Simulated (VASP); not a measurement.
A run of VASP 6.6.1:

INCAR

```
SYSTEM = LiCl
  PREC = Accurate
  ENCUT = 520
  EDIFF = 1E-6
  ISMEAR = 0
  SIGMA = 0.1
  LREAL = .False.
  LASPH = .True.
  NELM = 80
  ALGO = Normal
  ISIF = 2
  LWAVE = .False.
  LCHARG = .False.
  GGA = PE
  NBANDS = 42
```

File KPOINTS:

```
regular mesh
0
Gamma
  6 2 4
  0 0 0
```

The input POSCAR:

```
LiCl
1.0
    3.6638346888      0.0000000000      0.0000000000
    0.0000000000     10.6139780051      0.0000000000
    0.0000000000      0.0000000000      6.4696088726
Li Cl
6 6
Direct
    0.5000000000      0.8934456122      0.0889817782
    0.5000000000      0.6051217077      0.9179872952
    0.0000000000      0.7456430000      0.4503893949
    0.5000000000      0.1065543878      0.5889817782
    0.5000000000      0.3948782923      0.4179872952
    0.0000000000      0.2543570000      0.9503893949
    0.5000000000      0.5971468060      0.5554984897
    0.5000000000      0.9075837267      0.4479355362
    0.0000000000      0.7413444676      0.0391334994
    0.5000000000      0.4028531940      0.0554984897
    0.5000000000      0.0924162733      0.9479355362
    0.0000000000      0.2586555324      0.5391334994
```

Potentials or basis: VASP PAW PBE potentials, release 64 (Li_sv, Cl).

Command:

```sh
$ cat potpaw_PBE.64/Li_sv/POTCAR potpaw_PBE.64/Cl/POTCAR > POTCAR
$ mpirun -np 1 vasp_std > vasp.out
```

Hardware: 1 thread of AMD EPYC 9R45 96-Core Processor (Zen 5), on a shared host.

Q: Estimate the wall time of this run.

A: It took 2.5 min on 1 thread of AMD EPYC 9R45 96-Core Processor (Zen 5), on a shared host, peak memory 0.37 GiB. Counts: scf iterations 15, k points 24.
